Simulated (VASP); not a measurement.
LiF: single point with LDA

Crystal: LiF.

```
CELL_PARAMETERS angstrom
2.68751 0.00000 0.00000
0.00000 2.68751 0.00000
0.00000 0.00000 2.55953
ATOMIC_POSITIONS crystal
Li 0.00000 0.00000 0.00000
F 0.50000 0.50000 0.50000
```

This cell differs from its parent crystal: strain +0.050 along x and y, +0.000 along z.

| Property | Result |
| --- | --- |
| Program | VASP 6.6.1 |
| Task | single point |
| Functional | LDA |
| Potentials or basis | VASP PAW LDA potentials, release 64 (Li_sv, F) |
| Cutoff | 520 eV |
| k mesh | 10 × 10 × 10 |
| Occupations | gaussian, width 0.05 eV |
| Spin | no spin polarisation |

- Band gap on the k mesh: 6.32 eV (least direct gap 6.81 eV)

Levels at points of the mesh, in eV from the valence-band top:
| k point | band 2 | band 3 | band 4 | band 5 | band 6 | band 7 | band 8 | band 9 |
| --- | --- | --- | --- | --- | --- | --- | --- | --- |
| (0.00, 0.00, 0.00) | -20.24 | -0.96 | -0.96 | -0.48 | 6.32 | 17.05 | 18.23 | 18.76 |
| (0.50, 0.00, 0.00) | -19.89 | -3.54 | -0.61 | -0.20 | 8.17 | 12.27 | 18.07 | 19.82 |
| (0.50, 0.50, 0.00) | -19.49 | -3.19 | -3.19 | 0.00 | 11.91 | 12.32 | 12.32 | 18.33 |
| (0.00, 0.00, 0.50) | -19.74 | -3.54 | -0.53 | -0.53 | 7.92 | 12.90 | 18.60 | 18.60 |
| (0.50, 0.00, 0.50) | -19.35 | -3.16 | -3.00 | -0.30 | 11.98 | 12.33 | 12.70 | 17.60 |
| (0.50, 0.50, 0.50) | -19.03 | -2.33 | -2.15 | -2.15 | 9.99 | 10.39 | 10.39 | 21.76 |

It took 11 s on 1 thread of Intel(R) Xeon(R) Platinum 8488C (Sapphire Rapids), with other jobs on the host, peak memory 0.12 GiB.

Caveat: the cell differs from its parent crystal (strain +0.050 along x and y, +0.000 along z). A k mesh can miss the band edges.
